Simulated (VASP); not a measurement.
Input of a VASP 6.6.1 run:

Contents of INCAR:

```
SYSTEM = Bi
PREC = Accurate ; ENCUT = 520
EDIFF = 1E-6 ; ISMEAR = -1
SIGMA = 0.06122561905347299 ; LREAL = .FALSE.
LASPH = .TRUE. ; NELM = 60
ALGO = Normal ; ISIF = 2
LWAVE = .FALSE. ; LCHARG = .FALSE.
GGA = PE ; NBANDS = 14
```

File KPOINTS:

```
regular mesh
0
G
  19 19 19
  0 0 0
```

File POSCAR:

```
Bi
1.0
    0.0000000000      2.5631155712      2.5631155712
    2.5631155712      0.0000000000      2.5631155712
    2.5631155712      2.5631155712      0.0000000000
Bi
1
Direct
    0.0000000000      0.0000000000      0.0000000000
```

Potentials or basis: VASP PAW PBE potentials, release 64 (Bi_d).

Command:

```sh
$ cat potpaw_PBE.64/Bi_d/POTCAR > POTCAR
$ mpirun -np 1 vasp_std > vasp.out
```

Question: Estimate the pressure.

Answer: -2.7 GPa.

Question: Estimate the band gap on the k mesh.

Answer: Zero (an odd number of electrons rules out a gap without spin polarisation).

Caveat: spin-orbit coupling is left out, which moves the levels of the heavy elements.
